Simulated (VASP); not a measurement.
**Hf: electric field gradients with LDA**

Crystal: Hf.

```xyz
1
Lattice="0.0000 2.2200 2.1534 2.2200 0.0000 2.1534 2.2200 2.2200 0.0000" Properties=species:S:1:pos:R:3 pbc="T T T"
Hf    0.0000    0.0000    0.0000
```

This cell differs from its parent crystal: zz strain of -3 %.

* Program: VASP 6.6.1
* Task: electric field gradients
* Functional: LDA
* Potentials or basis: VASP PAW LDA potentials, release 64 (Hf_pv)
* Cutoff: 520 eV
* k mesh: 13 × 13 × 13
* Occupations: fermi-dirac, width 0.03 eV
* Spin: no spin polarisation
* Dipole correction: no
* Further INCAR settings: ALGO = Normal; EDIFF = 1e-08; NBANDS = 11

| Property | Result |
| --- | --- |
| Pressure | -2.3 GPa |
| Band gap on the k mesh | zero (band 5 reaches 6.22 eV, above the bottom of band 6 at 4.33 eV) |

Stress tensor (GPa, compression positive):
```
-2.62  0.00  0.00
 0.00 -2.62  0.00
 0.00  0.00 -1.79
```

Levels at points of the mesh, in eV from the Fermi level:
| k point | band 2 | band 3 | band 4 | band 5 | band 6 | band 7 | band 8 | band 9 |
| --- | --- | --- | --- | --- | --- | --- | --- | --- |
| (0.00, 0.00, 0.00) | -29.68 | -29.68 | -7.32 | 1.23 | 1.23 | 1.59 | 4.02 | 4.54 |

Electric field gradients, principal values (V/Å²):
```
atom    least   middle  greatest (by size)
1 Hf  -12.613  -12.613              25.226
```

Run time: 19 s on 1 thread of Intel(R) Xeon(R) Platinum 8259CL CPU @ 2.50GHz (Skylake/Cascade Lake), with other jobs on the host, peak memory 0.16 GiB.

Caveat: the cell differs from its parent crystal (zz strain of -3 %); without QUAD_EFG the Cq values of the log hold for a quadrupole moment of 1 mb, not for the nuclei; spin-orbit coupling is left out, which moves the levels of the heavy elements.
